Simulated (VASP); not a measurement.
The system is KC.

```xyz
4
Lattice="3.7817 -2.1823 0.0000 3.7817 2.1823 0.0000 -2.5274 0.0000 7.1308" Properties=species:S:1:pos:R:3 pbc="T T T"
K     5.0847    0.0000    1.7809
K    -0.0486    0.0000    5.3499
C     0.0000    0.0000    0.0000
C     2.5180    0.0000    3.5654
```

Base run:

| Item | Value |
| --- | --- |
| Program | VASP 6.6.1 |
| Functional | revPBE |
| Potentials or basis | VASP PAW PBE potentials, release 64 (K_sv, C) |
| Cutoff | 520 eV |
| k mesh | 7 × 7 × 4 |
| Occupations | fermi-dirac, width 0.1 eV |
| Spin | no spin polarisation |

Its results: band gap on the k mesh zero (bands 13 and 14 overlap by 0.45 eV); pressure -0.1 GPa; largest force 0.056 eV/Å.

Q: The run is repeated on the same cell with these changes: dispersion from none to D3(BJ). What comes out?

A: Band gap on the k mesh zero (bands 13 and 14 overlap by 0.45 eV); pressure -1.3 GPa; largest force 0.056 eV/Å.

Dispersion adds attraction, which lowers the pressure at fixed volume and, as a term added to the energy, leaves the levels alone.

Caveats: the PAW data sets were made with another functional, which shifts forces and pressure a little; three body term missing (at least some runs).
